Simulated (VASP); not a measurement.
# Al (Fm-3m) in VASP: settings compared, part 2 of 2

VASP 6.6.1.

**5. Single point, r2SCAN**

This run uses another cell than the first one, of 15.95 Å³/atom, 0.961 times its volume.

POSCAR reads:

```
Al
1.0
    0.0000000000      1.9979205436      1.9979205436
    1.9979205436      0.0000000000      1.9979205436
    1.9979205436      1.9979205436      0.0000000000
Al
1
Direct
    0.0000000000      0.0000000000      0.0000000000
```

INCAR.step1 reads:

```
SYSTEM = Al
PREC = Accurate
ENCUT = 550
ISMEAR = -1
SIGMA = 0.05
LREAL = .False.
LASPH = .True.
NELM = 120
NBANDS = 8
GGA = PE
ALGO = Normal
EDIFF = 1E-5
LWAVE = .True.
LCHARG = .False.
GGA_COMPAT = .False.
```

INCAR.step2 reads:

```
SYSTEM = Al
PREC = Accurate
ENCUT = 550
EDIFF = 1E-6
ISMEAR = -1
SIGMA = 0.05
LREAL = .False.
LASPH = .True.
NELM = 120
ALGO = Normal
ISIF = 2
LWAVE = .False.
LCHARG = .True.
METAGGA = R2SCAN
LMIXTAU = .True.
LELF = .True.
LVHAR = .True.
NBANDS = 8
ISTART = 1
GGA_COMPAT = .False.
```

KPOINTS reads:

```
regular mesh
0
Gamma
  11 11 11
  0 0 0
```

Potentials or basis: VASP PAW PBE potentials, release 64 (Al).

Command:

```sh
$ cat potpaw_PBE.64/Al/POTCAR > POTCAR
$ cp INCAR.step1 INCAR
$ mpirun -np 1 vasp_std > vasp.out
$ cp INCAR.step2 INCAR
$ mpirun -np 1 vasp_std > vasp.out
```

OUTCAR:

```text
SYSTEM = Al
   PREC = Accurate
   ENCUT = 550
   EDIFF = 1E-6
   ISMEAR = -1
   LREAL = .False.
   LASPH = .True.
   NELM = 120
   ISIF = 2
   METAGGA = R2SCAN
   ISTART = 1

 ion  position               nearest neighbor table
   1  0.000  0.000  0.000-

  LATTYP: Found a face centered cubic cell.
 ALAT       =     3.9958410872

  Lattice vectors:

 A1 = (   0.0000000000,   1.9979205436,   1.9979205436)
 A2 = (   1.9979205436,   0.0000000000,   1.9979205436)
 A3 = (   1.9979205436,   1.9979205436,   0.0000000000)

Analysis of symmetry for initial positions (statically):
=====================================================================
 Subroutine PRICEL returns:
 Original cell was already a primitive cell.

 Routine SETGRP: Setting up the symmetry group for a
 face centered cubic supercell.

 Subroutine GETGRP returns: Found 48 space group operations
[... 9 lines left out ...]

 Routine SETGRP: Setting up the symmetry group for a
 face centered cubic supercell.

 Subroutine GETGRP returns: Found 48 space group operations
 (whereof 48 operations were pure point group operations)
 out of a pool of 48 trial point group operations.

The dynamic configuration has the point symmetry O_h .

 Subroutine INISYM returns: Found 48 space group operations
 (whereof 48 operations are pure point group operations),
 and found     1 'primitive' translations

----------------------------------------------------------------------------------------

                                     Primitive cell

  volume of cell :      15.9501

  direct lattice vectors                    reciprocal lattice vectors
     0.000000000  1.997920544  1.997920544    -0.250260203  0.250260203  0.250260203
     1.997920544  0.000000000  1.997920544     0.250260203 -0.250260203  0.250260203
     1.997920544  1.997920544  0.000000000     0.250260203  0.250260203 -0.250260203

[... 94 lines left out ...]
   EMIN   =  10.00;   EMAX   =-10.00  energy-range for DOS
   EFERMI =   0.00;   METHOD = LEGACY
   ISMEAR =    -1;   SIGMA  =   0.05  broadening in eV -4-tet -1-fermi 0-gaus
   EFERMI_NEDOS =   21; number of points for ismear=-14 and -15
   IALGO  =     38    algorithm
   IMIX   =      4    mixing-type and parameters
     AMIX     =   0.40;   BMIX     =  1.00
     AMIX_MAG =   1.60;   BMIX_MAG =  1.00
  volume/ion in A,a.u.               =      15.95       107.64
  Fermi-wavevector in a.u.,A,eV,Ry     =   0.937980  1.772526 11.970501  0.879807
  Thomas-Fermi vector in A             =   2.065146
   LORBIT       =      0    0 simple, 1 ext, 2 COOP (PROOUT), +10 PAW based schemes
   METAGGA = R2SCAN    functional components
   LHFCALC =     F    Hartree Fock is set to
   AEXX    =    0.0000 exact exchange contribution
   IVDW    =     0    specifies the selected vdW correction
   LEPSILON=     F    determine dielectric tensor
   LRPA    =     F    only Hartree local field effects (RPA)
 non-spin polarized calculation
  energy-cutoff  :      550.00
  volume of cell :       15.95
 maximum number of plane-waves:       487
 NGX is ok and might be reduce to    24
   NGX = 11   NGY = 11   NGZ = 11

 number of electron       3.0000000 magnetization

 Free energy of the ion-electron system (eV)
  ---------------------------------------------------
  ext. energy  EPLUGINS =         0.00000000
  ---------------------------------------------------
  free energy    TOTEN  =        -6.74630244 eV

  energy without entropy =       -6.74260111  energy(sigma->0) =       -6.74445178

 E-fermi :   8.3699     XC(G=0): -11.0343

 val. band max:        8.3168657495   @ k =  -0.3636   0.3636   0.0000
 cond. band min:       8.4115836875   @ k =   0.4545   0.1818   0.0909
 fundamental gap:      0.0947179380
 Fermi energy:         8.3698714839

 k-point     1 :       0.0000    0.0000    0.0000
  band No.  band energies     occupation
      1      -3.7082      2.00000
      2      21.8916      0.00000
      3      21.8916      0.00000
      4      21.8916      0.00000
      5      24.0689      0.00000
      6      24.0689      0.00000
      7      24.0689      0.00000
      8      25.9831      0.00000
[... 243 lines left out ...]
 k-point    24 :      -0.1818    0.1818    0.0000
  band No.  band energies     occupation
      1      -1.1271      2.00000
      2      12.4505      0.00000
      3      14.2276      0.00000
      4      21.3429      0.00000
      5      23.5134      0.00000
      6      24.4108      0.00000
      7      26.0277      0.00000
      8      26.9545      0.00000

 [... further k-points ...]
[... 5 lines left out ...]
  --------------------------------------------------------------------------------------
  -------------------------------------------------------------------------------------
  Total       -0.0313389     -0.0313389     -0.0313389     -0.0000000     -0.0000000      0.0000000
  in kB       -3.1479673     -3.1479673     -3.1479673     -0.0000000     -0.0000000      0.0000000
  external PRESSURE =      -3.1479673 kB  Pullay stress =       0.0000000 kB

 VOLUME and BASIS-vectors are now :
 -----------------------------------------------------------------------------
  energy-cutoff  :      550.00
  volume of cell :       15.95
      direct lattice vectors                 reciprocal lattice vectors
     0.000000000  1.997920544  1.997920544    -0.250260203  0.250260203  0.250260203
     1.997920544  0.000000000  1.997920544     0.250260203 -0.250260203  0.250260203
     1.997920544  1.997920544  0.000000000     0.250260203  0.250260203 -0.250260203

 POSITION                                       TOTAL-FORCE (eV/Angst)
 -----------------------------------------------------------------------------------
      0.00000      0.00000      0.00000        -0.000000      0.000000      0.000000
 -----------------------------------------------------------------------------------
    total drift:                               -0.000000      0.000000      0.000000

  FREE ENERGIE OF THE ION-ELECTRON SYSTEM (eV)
  ---------------------------------------------------
  free  energy   TOTEN  =        -6.7463024383 eV

  energy  without entropy=       -6.7426011139  energy(sigma->0) =       -6.74445178
```

OUTCAR.step1:

```text
SYSTEM = Al
   PREC = Accurate
   ENCUT = 550
   ISMEAR = -1
   LREAL = .False.
   LASPH = .True.
[... 481 lines left out ...]
 -----------------------------------------------------------------------------------
      0.00000      0.00000      0.00000         0.000000      0.000000      0.000000
 -----------------------------------------------------------------------------------
    total drift:                                0.000000     -0.000000     -0.000000

  FREE ENERGIE OF THE ION-ELECTRON SYSTEM (eV)
  ---------------------------------------------------
  free  energy   TOTEN  =        -3.7509040268 eV

  energy  without entropy=       -3.7469596017  energy(sigma->0) =       -3.74893181
```

OSZICAR.step1:

```text
N       E                     dE             d eps       ncg     rms          rms(c)
DAV:   1    -0.227275853366E+01   -0.22728E+01   -0.86768E+02   904   0.216E+02
DAV:   2    -0.376628989987E+01   -0.14935E+01   -0.13843E+01  1256   0.192E+01
DAV:   3    -0.377390861743E+01   -0.76187E-02   -0.76178E-02  1112   0.159E+00
DAV:   4    -0.377392271230E+01   -0.14095E-04   -0.14094E-04  1392   0.654E-02
DAV:   5    -0.377392273405E+01   -0.21756E-07   -0.22040E-07  1128   0.177E-03    0.136E+00
DAV:   6    -0.376060138662E+01    0.13321E-01   -0.14840E-03  1224   0.184E-01    0.788E-01
DAV:   7    -0.375090858460E+01    0.96928E-02   -0.44822E-03  1200   0.300E-01    0.153E-01
DAV:   8    -0.375090402680E+01    0.45578E-05   -0.12785E-05  1256   0.255E-02
   1 F= -.37509040E+01 E0= -.37489318E+01  d E =-.394443E-02
```

Run time: 17 s. Hardware: 1 thread of Intel Xeon Platinum 8375C at 2.90GHz (Ice Lake), shared host; peak memory 0.13 GiB.

What came out:

- Free energy: -6.7463 eV
- Pressure: -0.3 GPa

Levels at points of the mesh, in eV from the Fermi level:
```
           k point  band 1  band 2  band 3  band 4  band 5
(0.00, 0.00, 0.00)  -12.08   13.52   13.52   13.52   15.70
```

Caveat: the PAW data sets were made with another functional, which shifts forces and pressure a little.

**6. Single point, PBE**

INCAR reads:

```
SYSTEM = Al
PREC     = Accurate       ! precision mode
ENCUT    = 500            ! plane-wave cutoff, eV
EDIFF    = 1E-6           ! SCF threshold, eV
ISMEAR   = -1             ! smearing method
SIGMA    = 0.02           ! smearing width, eV
LREAL    = .FALSE.        ! projectors in reciprocal space
LASPH    = .TRUE.         ! aspherical terms in the spheres
NELM     = 120            ! most SCF steps
ALGO     = Normal         ! electronic algorithm
ISIF     = 2              ! what is computed and relaxed
LWAVE    = .FALSE.        ! write WAVECAR
LCHARG   = .FALSE.        ! write CHGCAR
GGA      = PE             ! functional
NBANDS   = 8              ! bands
GGA_COMPAT= .FALSE.
```

KPOINTS reads:

```
regular mesh
0
G
  6 6 6
  0 0 0
```

POSCAR reads:

```
Al
1.0
    0.0000000000      2.0248050000      2.0248050000
    2.0248050000      0.0000000000      2.0248050000
    2.0248050000      2.0248050000      0.0000000000
Al
1
Direct
    0.0000000000      0.0000000000      0.0000000000
```

Potentials or basis: VASP PAW PBE potentials, release 64 (Al).

Command:

```sh
$ cat potpaw_PBE.64/Al/POTCAR > POTCAR
$ mpirun -np 1 vasp_std > vasp.out
```

It took 2.5 s on 1 thread of Intel Xeon 6975P-C, shared host; peak memory 0.13 GiB.

The run converged. Its results:

| Quantity | Value |
| --- | --- |
| Free energy | -3.8110 eV |
| Pressure | 0.0 GPa |

Levels at points of the mesh, in eV from the Fermi level:
```
           k point  band 1  band 2  band 3  band 4  band 5  band 6
(0.00, 0.00, 0.00)  -11.47   12.21   12.21   12.21   13.65   13.65
(0.50, 0.00, 0.00)   -4.95   -4.75   10.97   10.97   11.05   11.05
(0.50, 0.50, 0.00)   -3.29   -1.98    4.88    5.19    5.19    8.63
```

Caveat: the k points lie up to 0.45 Å⁻¹ apart.

**7. The runs side by side**

```csv
level,spin,cell,k mesh,cutoff (eV),smearing,gap on the mesh (eV),pressure (GPa)
BLYP,"collinear, ferromagnetic start","a = 2.864 Å, angles 60.0°, 1 atom",11 × 11 × 11,520,gaussian 0.01 eV,none,3.1
PBE,off,"a = 2.864 Å, angles 60.0°, 1 atom",6 × 6 × 6,500,fermi-dirac 0.03 eV,none,0.0
r2SCAN+D3(BJ),off,"a = 2.808 Å, angles 60.0°, 1 atom",11 × 11 × 11,550,fermi-dirac 0.05 eV,none,-0.3
r2SCAN,off,"a = 2.825 Å, angles 60.0°, 1 atom",11 × 11 × 11,550,fermi-dirac 0.05 eV,none,-0.3
PBE,off,"a = 2.864 Å, angles 60.0°, 1 atom",6 × 6 × 6,500,fermi-dirac 0.02 eV,none,0.0
```

Alike in all rows: task single point; potentials or basis VASP PAW PBE potentials, release 64 (Al).

Caveats: some runs use coarse meshes; the PAW data sets were made with another functional, which shifts forces and pressure a little (some runs); pairwise dispersion overbinds metals, which lowers pressure and volume (some runs).

Total energies depend on the potentials used, so only differences within one code and one set of settings carry meaning.
